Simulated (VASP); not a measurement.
# SiC5 (F-43m) in VASP: further runs

The runs below take SiC5 through single point, relaxation of cell and atoms, with PBE.

Program: VASP 6.6.1. These are calculated values, not measurements. Logs are shortened: lines on timing, memory, paths and dates and some standing lists are left out, and cuts for length are marked.

### 1 The cell of the first run

The structure is cubic, space group F-43m (No. 216). Conventional cell: a = 6.146 Å, b = 6.146 Å, c = 6.146 Å, α = 90.00°, β = 90.00°, γ = 90.00°. Within 3.3 Å of Si (site symmetry -43m) lie 16 C at 2.51 to 2.66 Å. Within 3.5 Å of C (site symmetry -43m) lie 12 C at 2.64 Å and 4 Si at 2.66 Å. C (site symmetry 3m) has 3 C at 1.56 Å within 2.1 Å.

### 2 Single point, PBE

Input file INCAR:

```
SYSTEM = SiC5
PREC = Accurate
ENCUT = 520
EDIFF = 1E-7
ISMEAR = 0
SIGMA = 0.1
LREAL = .False.
LASPH = .True.
NELM = 80
ALGO = Normal
ISIF = 2
LWAVE = .False.
LCHARG = .False.
GGA = PE
NBANDS = 21
```

Input file KPOINTS:

```
Automatic mesh
0
Gamma
  4 4 4
  0 0 0
```

Input file POSCAR:

```
SiC5
1.0
    0.0000000000      3.0729950192      3.0729950192
    3.0729950192      0.0000000000      3.0729950192
    3.0729950192      3.0729950192      0.0000000000
Si C
1 5
Direct
    0.0000000000      0.0000000000      0.0000000000
    0.7500000000      0.7500000000      0.7500000000
    0.3399211835      0.3399211835      0.9802364496
    0.3399211835      0.9802364496      0.3399211835
    0.9802364496      0.3399211835      0.3399211835
    0.3399211835      0.3399211835      0.3399211835
```

Potentials or basis: VASP PAW PBE potentials, release 64 (Si, C).

Run with:

```
> cat potpaw_PBE.64/Si/POTCAR potpaw_PBE.64/C/POTCAR > POTCAR
> mpirun -np 1 vasp_std > vasp.out
```

OUTCAR:

```text
SYSTEM = SiC5
   PREC = Accurate
   ENCUT = 520
   EDIFF = 1E-7
   ISMEAR = 0
   LREAL = .False.
   LASPH = .True.
   NELM = 80
   ISIF = 2
   GGA = PE

 ion  position               nearest neighbor table
   1  0.000  0.000  0.000-   4 2.51   5 2.51   3 2.51   5 2.51   3 2.51   4 2.51   6 2.51   6 2.51
                             6 2.51   3 2.51   4 2.51   5 2.51
   2  0.750  0.750  0.750-
   3  0.340  0.340  0.980-   4 1.56   5 1.56   6 1.56   1 2.51   1 2.51   1 2.51
   4  0.340  0.980  0.340-   3 1.56   5 1.56   6 1.56   1 2.51   1 2.51   1 2.51
   5  0.980  0.340  0.340-   3 1.56   4 1.56   6 1.56   1 2.51   1 2.51   1 2.51
   6  0.340  0.340  0.340-   3 1.56   4 1.56   5 1.56   1 2.51   1 2.51   1 2.51

  LATTYP: Found a face centered cubic cell.
 ALAT       =     6.1459900384

  Lattice vectors:

 A1 = (   0.0000000000,   3.0729950192,   3.0729950192)
 A2 = (   3.0729950192,   0.0000000000,   3.0729950192)
 A3 = (   3.0729950192,   3.0729950192,   0.0000000000)

Analysis of symmetry for initial positions (statically):
=====================================================================
 Subroutine PRICEL returns:
 Original cell was already a primitive cell.

 Routine SETGRP: Setting up the symmetry group for a
 face centered cubic supercell.

 Subroutine GETGRP returns: Found 24 space group operations
 (whereof 24 operations were pure point group operations)
 out of a pool of 48 trial point group operations.

The static configuration has the point symmetry T_d .

Analysis of symmetry for dynamics (positions and initial velocities):
=====================================================================
 Subroutine PRICEL returns:
 Original cell was already a primitive cell.

 Routine SETGRP: Setting up the symmetry group for a
 face centered cubic supercell.

 Subroutine GETGRP returns: Found 24 space group operations
 (whereof 24 operations were pure point group operations)
 out of a pool of 48 trial point group operations.

The dynamic configuration has the point symmetry T_d .

 Subroutine INISYM returns: Found 24 space group operations
 (whereof 24 operations are pure point group operations),
 and found     1 'primitive' translations

----------------------------------------------------------------------------------------

[... 82 lines left out ...]
   NELM   =     80;   NELMIN=  2; NELMDL= -5     # of ELM steps
   EDIFF  = 0.1E-06   stopping-criterion for ELM
   LREAL  =      F    real-space projection
   EDIFFG = 0.1E-05   stopping-criterion for IOM
   NSW    =      0    number of steps for IOM
   IBRION =     -1    ionic relax: 0-MD 1-quasi-New 2-CG
   NFREE  =      0    steps in history (QN), initial steepest desc. (CG)
   ISIF   =      2    stress and relaxation
   ISYM   =      2    0-nonsym 1-usesym 2-fastsym
   POTIM  = 0.5000    time-step for ionic-motion
   TEBEG  =    0.0;   TEEND  =   0.0 temperature during run
   PSTRESS=    0.0 pullay stress
   NELECT =      24.0000    total number of electrons
   NUPDOWN=      -1.0000    fix difference up-down
   EMIN   =  10.00;   EMAX   =-10.00  energy-range for DOS
   EFERMI =   0.00;   METHOD = LEGACY
   ISMEAR =     0;   SIGMA  =   0.10  broadening in eV -4-tet -1-fermi 0-gaus
   EFERMI_NEDOS =   21; number of points for ismear=-14 and -15
   IALGO  =     38    algorithm
   IMIX   =      4    mixing-type and parameters
     AMIX     =   0.40;   BMIX     =  1.00
     AMIX_MAG =   1.60;   BMIX_MAG =  1.00
  volume/ion in A,a.u.               =       9.67        65.28
  Fermi-wavevector in a.u.,A,eV,Ry     =   1.219664  2.304830 20.239745  1.487579
  Thomas-Fermi vector in A             =   2.354908
   LORBIT       =      0    0 simple, 1 ext, 2 COOP (PROOUT), +10 PAW based schemes
   GGA     = PE    functional components
   LHFCALC =     F    Hartree Fock is set to
   AEXX    =    0.0000 exact exchange contribution
   IVDW    =     0    specifies the selected vdW correction
   LEPSILON=     F    determine dielectric tensor
   LRPA    =     F    only Hartree local field effects (RPA)
 non-spin polarized calculation
 Gauss-broadening in eV      SIGMA  =   0.10
  energy-cutoff  :      520.00
  volume of cell :       58.04
 maximum number of plane-waves:      1588
   NGX = 17   NGY = 17   NGZ = 17

 number of electron      24.0000001 magnetization

 Free energy of the ion-electron system (eV)
  ---------------------------------------------------
  ext. energy  EPLUGINS =         0.00000000
  ---------------------------------------------------
  free energy    TOTEN  =       -31.46023579 eV

  energy without entropy =      -31.43674685  energy(sigma->0) =      -31.44849132

 E-fermi :   5.6060     XC(G=0): -11.3115

 val. band max:        5.5461691218   @ k =  -0.2500   0.2500   0.0000
 cond. band min:       5.6437638208   @ k =  -0.2500   0.5000   0.2500
 fundamental gap:      0.0975946991
 Fermi energy:         5.6059888255

 k-point     1 :       0.0000    0.0000    0.0000
  band No.  band energies     occupation
      1     -14.8331      2.00000
      2      -5.4759      2.00000
      3      -3.3017      2.00000
      4      -3.3017      2.00000
      5      -3.3017      2.00000
      6       0.7962      2.00000
[... 181 lines left out ...]
     20      13.1464      0.00000
     21      13.6647      0.00000

------------------------ aborting loop because EDIFF is reached ----------------------------------------

  FORCE on cell =-STRESS in cart. coord.  units (eV):
  Direction    XX          YY          ZZ          XY          YZ          ZX
  --------------------------------------------------------------------------------------
  -------------------------------------------------------------------------------------
  Total        0.0549893      0.0549893      0.0549893      0.0000000      0.0000000     -0.0000000
  in kB        1.5180048      1.5180048      1.5180048      0.0000000      0.0000000     -0.0000000
  external PRESSURE =       1.5180048 kB  Pullay stress =       0.0000000 kB

 VOLUME and BASIS-vectors are now :
 -----------------------------------------------------------------------------
  energy-cutoff  :      520.00
  volume of cell :       58.04
      direct lattice vectors                 reciprocal lattice vectors
     0.000000000  3.072995019  3.072995019    -0.162707716  0.162707716  0.162707716
     3.072995019  0.000000000  3.072995019     0.162707716 -0.162707716  0.162707716
     3.072995019  3.072995019  0.000000000     0.162707716  0.162707716 -0.162707716

 POSITION                                       TOTAL-FORCE (eV/Angst)
 -----------------------------------------------------------------------------------
      0.00000      0.00000      0.00000        -0.000000     -0.000000     -0.000000
      4.60949      4.60949      4.60949        -0.000000     -0.000000     -0.000000
      4.05684      4.05684      2.08915        -0.076949     -0.076949      0.076949
      4.05684      2.08915      4.05684        -0.076949      0.076949     -0.076949
      2.08915      4.05684      4.05684         0.076949     -0.076949     -0.076949
      2.08915      2.08915      2.08915         0.076949      0.076949      0.076949
 -----------------------------------------------------------------------------------
    total drift:                               -0.000000     -0.000000     -0.000000

  FREE ENERGIE OF THE ION-ELECTRON SYSTEM (eV)
  ---------------------------------------------------
  free  energy   TOTEN  =       -31.4602357868 eV

  energy  without entropy=      -31.4367468546  energy(sigma->0) =      -31.44849132
```

OSZICAR:

```text
N       E                     dE             d eps       ncg     rms          rms(c)
DAV:   1     0.584412465356E+02    0.58441E+02   -0.11571E+04   336   0.103E+03
DAV:   2    -0.298143882062E+02   -0.88256E+02   -0.83692E+02   420   0.188E+02
DAV:   3    -0.348297124089E+02   -0.50153E+01   -0.49348E+01   424   0.406E+01
DAV:   4    -0.348976103272E+02   -0.67898E-01   -0.67816E-01   402   0.509E+00
DAV:   5    -0.348994184935E+02   -0.18082E-02   -0.18081E-02   438   0.699E-01    0.102E+01
DAV:   6    -0.341109717102E+02    0.78845E+00   -0.45826E+01   424   0.202E+01    0.117E+01
DAV:   7    -0.315252784336E+02    0.25857E+01   -0.20220E+01   440   0.139E+01    0.329E+00
DAV:   8    -0.314671610322E+02    0.58117E-01   -0.14759E+00   374   0.442E+00    0.140E+00
DAV:   9    -0.314653057548E+02    0.18553E-02   -0.13745E-01   377   0.142E+00    0.859E-01
DAV:  10    -0.314615084159E+02    0.37973E-02   -0.59476E-02   392   0.647E-01    0.287E-01
DAV:  11    -0.314603672998E+02    0.11411E-02   -0.12183E-02   403   0.301E-01    0.106E-01
DAV:  12    -0.314602540749E+02    0.11322E-03   -0.50440E-04   356   0.929E-02    0.479E-02
DAV:  13    -0.314602374209E+02    0.16654E-04   -0.15353E-04   400   0.429E-02    0.114E-02
DAV:  14    -0.314602358361E+02    0.15848E-05   -0.11207E-05   351   0.174E-02    0.495E-03
DAV:  15    -0.314602357868E+02    0.49361E-07   -0.69323E-07   386   0.320E-03
   1 F= -.31460236E+02 E0= -.31448491E+02  d E =-.234889E-01
```

Run time: 14 s. Hardware: 1 thread of Intel Xeon 8259CL, shared host; peak memory 0.17 GiB.

Results:

* Free energy: -31.4602 eV
* Pressure: 0.2 GPa
* Largest force: 0.133 eV/Å
* Band gap on the k mesh: zero (band 12 reaches 5.65 eV, above the bottom of band 13 at 4.69 eV)

Forces in eV/Å, atoms in the order of the input:
```
Si   0.000  0.000  0.000
C    0.000  0.000  0.000
C   -0.077 -0.077  0.077
C   -0.077  0.077 -0.077
C    0.077 -0.077 -0.077
C    0.077  0.077  0.077
```

Levels at points of the mesh, in eV from the Fermi level:
```tsv
k point	band 9	band 10	band 11	band 12	band 13	band 14	band 15	band 16
(0.00, 0.00, 0.00)	-3.11	-2.22	-2.22	-1.60	-0.91	-0.91	-0.91	5.26
(0.50, 0.00, 0.00)	-1.66	-1.35	-0.70	-0.70	1.75	1.75	1.77	2.81
(0.50, 0.50, 0.00)	-1.07	-1.07	-1.04	-0.82	0.22	0.22	1.82	4.40
```

Caveat: the k points lie up to 0.44 Å⁻¹ apart.

### 3 Relaxation of cell and atoms, PBE

This run uses another cell than the first one, of 14.81 Å³/atom, 1.531 times its volume.

Input file INCAR:

```
SYSTEM = SiC5
ALGO = Normal
EDIFF = 1E-6
EDIFFG = -0.04
ENCUT = 600
GGA = PE
IBRION = 2
ISIF = 3
ISMEAR = 0
LASPH = .TRUE.
LCHARG = .FALSE.
LREAL = .FALSE.
LWAVE = .FALSE.
NELM = 100
NSW = 90
PREC = Accurate
SIGMA = 0.1
```

Input file KPOINTS:

```
k-points
0
G
  4 4 4
  0 0 0
```

Input file POSCAR:

```
SiC5
1.0
    0.0000000000      3.5414572600      3.5414572600
    3.5414572600      0.0000000000      3.5414572600
    3.5414572600      3.5414572600      0.0000000000
Si C
1 5
Direct
    0.0000000000      0.0000000000      0.0000000000
    0.7500000000      0.7500000000      0.7500000000
    0.3750000000      0.3750000000      0.8750000000
    0.3750000000      0.8750000000      0.3750000000
    0.8750000000      0.3750000000      0.3750000000
    0.3750000000      0.3750000000      0.3750000000
```

Potentials or basis: VASP PAW PBE potentials, release 64 (Si, C).

Run with:

```
> cat potpaw_PBE.64/Si/POTCAR potpaw_PBE.64/C/POTCAR > POTCAR
> mpirun -np 1 vasp_std > vasp.out
```

OUTCAR:

```text
SYSTEM = SiC5
   EDIFF = 1E-6
   EDIFFG = -0.04
   ENCUT = 600
   GGA = PE
   IBRION = 2
   ISIF = 3
   ISMEAR = 0
   LASPH = .TRUE.
   LREAL = .FALSE.
   NELM = 100
   NSW = 90
   PREC = Accurate

 ion  position               nearest neighbor table
   1  0.000  0.000  0.000-
   2  0.750  0.750  0.750-
   3  0.375  0.375  0.875-
   4  0.375  0.875  0.375-
   5  0.875  0.375  0.375-
   6  0.375  0.375  0.375-

  LATTYP: Found a face centered cubic cell.
 ALAT       =     7.0829145200

  Lattice vectors:

 A1 = (   0.0000000000,   3.5414572600,   3.5414572600)
 A2 = (   3.5414572600,   0.0000000000,   3.5414572600)
 A3 = (   3.5414572600,   3.5414572600,   0.0000000000)

Analysis of symmetry for initial positions (statically):
=====================================================================
[... 168 lines left out ...]
 val. band max:        2.3805966480   @ k =   0.5000   0.0000   0.0000
 cond. band min:       2.4962544004   @ k =  -0.2500   0.2500   0.0000
 fundamental gap:      0.1156577524
 Fermi energy:         2.3887637509
[... 413 lines left out ...]
      3      -2.1531      2.00000
      4      -1.5340      2.00000
      5       5.2522      2.00000
      6       5.4797      2.00000
[... 8 lines left out ...]
     15      17.0221      0.00000
     16      17.6406      0.00000

[... ionic steps 4 to 25 ...]

--------------------------------------- Ionic step       26  -------------------------------------------

 number of electron      24.0000000 magnetization

------------------------ aborting loop because EDIFF is reached ----------------------------------------
[... 75 lines left out ...]
--------------------------------------- Ionic step       28  -------------------------------------------

 number of electron      24.0000000 magnetization

 Free energy of the ion-electron system (eV)
  ---------------------------------------------------
  ext. energy  EPLUGINS =         0.00000000
  ---------------------------------------------------
  free energy    TOTEN  =       -32.03955633 eV

  energy without entropy =      -32.01706093  energy(sigma->0) =      -32.02830863

 E-fermi :   5.7614     XC(G=0): -11.4217

 val. band max:        5.7579052539   @ k =   0.5000   0.5000   0.0000
 cond. band min:       5.8033643424   @ k =  -0.2500   0.5000   0.2500
 fundamental gap:      0.0454590885
 Fermi energy:         5.7613754090
[... 183 lines left out ...]
  FREE ENERGIE OF THE ION-ELECTRON SYSTEM (eV)
  ---------------------------------------------------
  free  energy   TOTEN  =       -32.0395563293 eV

  energy  without entropy=      -32.0170609282  energy(sigma->0) =      -32.02830863

 reached required accuracy - stopping structural energy minimisation
```

CONTCAR:

```text
SiC5
   1.00000000000000
    -0.0000000000000000    3.0572457235482711    3.0572457235482715
     3.0572457235482711   -0.0000000000000001    3.0572457235482715
     3.0572457235482711    3.0572457235482711   -0.0000000000000002
  Si              C
     1     5
Direct
     0.0000000000000000    0.0000000000000000    0.0000000000000000
     0.7500000000000000    0.7500000000000000    0.7500000000000000
     0.4091456730429061    0.4091456730429061    0.7725629808712825
     0.4091456730429061    0.7725629808712825    0.4091456730429061
     0.7725629808712825    0.4091456730429060    0.4091456730429061
     0.4091456730429061    0.4091456730429061    0.4091456730429061

  0.00000000E+00  0.00000000E+00  0.00000000E+00
  0.00000000E+00  0.00000000E+00  0.00000000E+00
  0.00000000E+00  0.00000000E+00  0.00000000E+00
  0.00000000E+00  0.00000000E+00  0.00000000E+00
  0.00000000E+00  0.00000000E+00  0.00000000E+00
  0.00000000E+00  0.00000000E+00  0.00000000E+00
```

Run time: 9.2 min. Hardware: 1 thread of Intel Xeon 8259CL, shared host; peak memory 0.25 GiB.

Results:

```yaml
Free_energy: -32.0396 eV
Relaxed_volume: 9.53 Å³/atom
Relaxed_cell: a = 4.324 Å, b = 4.324 Å, c = 4.324 Å, α = 60.00°, β = 60.00°, γ = 60.00°
Space_group_after_relaxing_to_0.05_Å: F-43m (No. 216)
Energy_gained_by_relaxing: 1391.0 meV/atom
Ionic_steps: 28
Pressure_after_relaxing: 0.0 GPa
Band_gap_on_the_k_mesh: zero (band 12 reaches 5.80 eV, above the bottom of band 13 at 5.76 eV)
```

The path:
| step | energy change (eV) | largest force (eV/Å) | pressure (GPa) | volume (Å³) |
| --- | --- | --- | --- | --- |
| 1 | 0.0000 | 0.1936 | -24.33 | 88.83 |
| 2 | -4.0027 | 0.1496 | -21.43 | 62.95 |
| 3 | -5.1101 | 0.3394 | -10.07 | 52.22 |
| 4 | -2.4985 | 1.2364 | 86.54 | 34.56 |
| 5 | -5.2386 | 0.4121 | -3.80 | 49.32 |
| 6 | -5.2543 | 0.4209 | 0.07 | 47.91 |
| 7 | -5.2512 | 0.4171 | -1.82 | 48.57 |
| 8 | -5.3286 | 1.1574 | -1.55 | 48.34 |
| 9 | -5.8385 | 2.3553 | 1.34 | 47.65 |
| 10 | -7.2789 | 2.4354 | 15.78 | 46.28 |
| 11 | 5.2641 | 40.1759 | 164.24 | 43.64 |
| 12 | -7.3439 | 2.2129 | 17.15 | 46.15 |
| 13 | -7.0547 | 3.9103 | 42.34 | 45.13 |
| 14 | -7.5114 | 0.9524 | 22.58 | 45.84 |
| 15 | -7.5268 | 0.3704 | 25.06 | 45.72 |
| 16 | -7.5307 | 0.2768 | 25.42 | 45.72 |
| 17 | -7.5373 | 0.0135 | 26.52 | 45.74 |
| 18 | -7.5450 | 0.0108 | 26.37 | 45.79 |
| 19 | -7.5680 | 0.0018 | 25.90 | 45.93 |
| 20 | -7.6128 | 0.0141 | 24.98 | 46.21 |
| 21 | -7.6986 | 0.0405 | 23.19 | 46.78 |
| 22 | -7.8536 | 0.0772 | 19.60 | 47.93 |
| 23 | -8.0934 | 0.1141 | 12.63 | 50.29 |
| 24 | -8.3254 | 0.2557 | 2.12 | 55.23 |
| 25 | -8.3406 | 0.3203 | -0.60 | 56.82 |
| 26 | -8.3407 | 0.3299 | -0.98 | 57.06 |
| 27 | -8.3450 | 0.1533 | -0.47 | 57.11 |
| 28 | -8.3461 | 0.0061 | 0.00 | 57.15 |

Final structure:
```
CELL_PARAMETERS angstrom
0.00000 3.05725 3.05725
3.05725 0.00000 3.05725
3.05725 3.05725 0.00000
ATOMIC_POSITIONS crystal
Si 0.00000 0.00000 0.00000
C 0.75000 0.75000 0.75000
C 0.40915 0.40915 0.77256
C 0.40915 0.77256 0.40915
C 0.77256 0.40915 0.40915
C 0.40915 0.40915 0.40915
```

Levels at points of the mesh, in eV from the Fermi level:
| k point | band 10 | band 11 | band 12 | band 13 | band 14 | band 15 |
| --- | --- | --- | --- | --- | --- | --- |
| (0.00, 0.00, 0.00) | -2.15 | -2.15 | -0.57 | 0.00 | 0.00 | 0.00 |
| (0.50, 0.00, 0.00) | -1.33 | -0.47 | -0.47 | 0.47 | 0.47 | 1.65 |
| (0.50, 0.50, 0.00) | -0.45 | -0.45 | 0.00 | 0.00 | 1.49 | 1.84 |

Caveat: the k points lie up to 0.44 Å⁻¹ apart in the final cell; the volume moved by over 15 % at a fixed basis, so the end points are rough.
